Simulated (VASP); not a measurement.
Set up this calculation in VASP 6.6.1, as the native input.

| Item | Value |
| --- | --- |
| Task | relaxation of the atoms |
| Functional | PBE |
| Potentials or basis | VASP PAW PBE potentials, release 64 (C, Si) |
| Cutoff | 520 eV |
| k mesh | 9 × 9 × 1 |
| Occupations | gaussian, width 0.05 eV |
| Spin | no spin polarisation |
| Dipole correction | yes |
| Atoms held fixed (from 0) | [0, 1, 4, 5] |
| Further INCAR settings | ALGO = Normal; EDIFF = 1e-06; IBRION = 2; EDIFFG = -0.03; NSW = 70 |

The structure of SiC lies in POSCAR:

```
SiC
1.0
    3.0920147210      0.0000000000      0.0000000000
   -1.5460073605      2.6777632973      0.0000000000
    0.0000000000      0.0000000000     22.2405341083
C Si
4 4
Selective dynamics
Direct
    0.3333333333      0.6666666667      0.3147406427  F F F
    0.6666666667      0.3333333333      0.4288076181  F F F
    0.3333333333      0.6666666667      0.5428745934  T T T
    0.6666666667      0.3333333333      0.6569415687  T T T
    0.6666666667      0.3333333333      0.3430584313  F F F
    0.3333333333      0.6666666667      0.4571254066  F F F
    0.6666666667      0.3333333333      0.5711923819  T T T
    0.3333333333      0.6666666667      0.6852593573  T T T
```

One way to write it, as run:

INCAR

```
SYSTEM = SiC
PREC = Accurate ; ENCUT = 520
EDIFF = 1E-6 ; ISMEAR = 0
SIGMA = 0.05 ; LREAL = .FALSE.
LASPH = .TRUE. ; NELM = 60
ALGO = Normal ; ISIF = 2
LWAVE = .FALSE. ; LCHARG = .FALSE.
LDIPOL = .TRUE. ; IDIPOL = 3
DIPOL = 0.5 0.5 0.500 ; GGA = PE
IBRION = 2 ; NSW = 70
EDIFFG = -0.03
```

KPOINTS

```
regular mesh
0
G
  9 9 1
  0 0 0
```

Potentials or basis: VASP PAW PBE potentials, release 64 (C, Si).

The run is started by

```console
$ cat potpaw_PBE.64/C/POTCAR potpaw_PBE.64/Si/POTCAR > POTCAR
$ mpirun -np 1 vasp_std > vasp.out
```

It gave:

- Energy gained by relaxing: 4.0 meV/atom
- Ionic steps: 11
- Band gap on the k mesh: zero (bands 16 and 17 overlap by 0.32 eV)

Run time: 9.8 min on 1 thread of Intel(R) Xeon(R) Platinum 8488C (Sapphire Rapids) (shared host), peak memory 0.29 GiB.
